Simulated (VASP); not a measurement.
# AgBr: electric field gradients with PBEsol

Crystal: AgBr.

```xyz
2
Lattice="0.0000 2.6849 2.6849 2.6849 0.0000 2.6849 2.6849 2.6849 0.0000" Properties=species:S:1:pos:R:3 pbc="T T T"
Ag    0.0000    0.0000    0.0000
Br    2.6849    2.6849    2.6849
```

This cell differs from its parent crystal: volume scaled by 0.8.

```
Program                : VASP 6.6.1
Task                   : electric field gradients
Functional             : PBEsol
Potentials or basis    : VASP PAW PBE potentials, release 64 (Ag, Br)
Cutoff                 : 400 eV
k mesh                 : 8 × 8 × 8
Occupations            : fermi-dirac, width 0.03 eV
Spin                   : no spin polarisation
Dipole correction      : no
Further INCAR settings : ALGO = Normal; EDIFF = 1e-08; NBANDS = 16
```

| Quantity | Value |
| --- | --- |
| Pressure | 13.2 GPa |
| Band gap on the k mesh | 0.57 eV, indirect (least direct gap 2.88 eV) |

Levels at points of the mesh, in eV from the valence-band top:
| k point | band 7 | band 8 | band 9 | band 10 | band 11 | band 12 |
| --- | --- | --- | --- | --- | --- | --- |
| (0.00, 0.00, 0.00) | -2.74 | -2.74 | -2.74 | 0.57 | 9.74 | 9.74 |
| (0.50, 0.00, 0.00) | -2.92 | 0.00 | 0.00 | 2.88 | 6.15 | 6.15 |
| (0.50, 0.50, 0.00) | -3.23 | -3.23 | -2.92 | 0.96 | 6.53 | 9.77 |

Wall time 13 s on 1 thread of Intel(R) Xeon(R) Platinum 8375C CPU @ 2.90GHz (Ice Lake), with other jobs on the host, peak memory 0.15 GiB.

Caveat: without QUAD_EFG the Cq values of the log hold for a quadrupole moment of 1 mb, not for the nuclei; the PAW data sets were made with another functional, which shifts forces and pressure a little. A k mesh can miss the band edges.
